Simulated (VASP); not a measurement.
Ga3Sb2N: single point with r2SCAN

Ga3Sb2N:

```
CELL_PARAMETERS angstrom
4.00268 0.00000 0.00000
-2.00134 3.46642 0.00000
0.00000 0.00000 9.87859
ATOMIC_POSITIONS crystal
N 0.00000 0.00000 0.99450
Sb 0.33333 0.66667 0.31116
Sb 0.66667 0.33333 0.68352
Ga 0.33333 0.66667 0.04088
Ga 0.66667 0.33333 0.41947
Ga 0.00000 0.00000 0.80046
```

```yaml
Program: VASP 6.6.1
Task: single point
Functional: r2SCAN
Potentials_or_basis: VASP PAW PBE potentials, release 64 (N, Sb, Ga_d)
Cutoff: 520 eV
k_mesh: 12 × 12 × 4
Occupations: fermi-dirac, width 0.02 eV
Spin: no spin polarisation
Dipole_correction: no
Further_INCAR_settings: ALGO = Normal; EDIFF = 1e-06; NBANDS = 36
```

```
Pressure               : 0.2 GPa
Largest force          : 0.073 eV/Å
Band gap on the k mesh : zero (band 27 reaches 5.69 eV, above the bottom of band 28 at 5.02 eV)
```

Forces on the atoms (eV/Å):
```
N    0.000  0.000  0.073
Sb   0.000  0.000 -0.030
Sb   0.000  0.000 -0.059
Ga   0.000  0.000 -0.010
Ga   0.000  0.000  0.046
Ga   0.000  0.000 -0.018
```

Stress tensor (GPa, compression positive):
```
0.13 0.00 0.00
0.00 0.13 0.00
0.00 0.00 0.48
```

Levels at points of the mesh, in eV from the Fermi level:
```
           k point  band 24  band 25  band 26  band 27  band 28  band 29  band 30  band 31
(0.00, 0.00, 0.00)    -1.06    -0.15    -0.15     0.65     0.65     2.75     2.88     3.97
(0.50, 0.00, 0.00)    -3.10    -2.73    -1.77    -1.14     0.77     1.37     2.16     2.66
(0.00, 0.00, 0.50)    -0.49    -0.06    -0.06     0.51     0.51     2.52     2.98     3.30
(0.50, 0.00, 0.50)    -3.40    -1.97    -1.70    -0.93     0.32     1.74     2.14     2.53
```

Run time: 12 min on 1 thread of AMD EPYC 9R45 96-Core Processor (Zen 5), with other jobs on the host, peak memory 0.46 GiB.

Caveat: the PAW data sets were made with another functional, which shifts forces and pressure a little; spin-orbit coupling is left out, which moves the levels of the heavy elements.
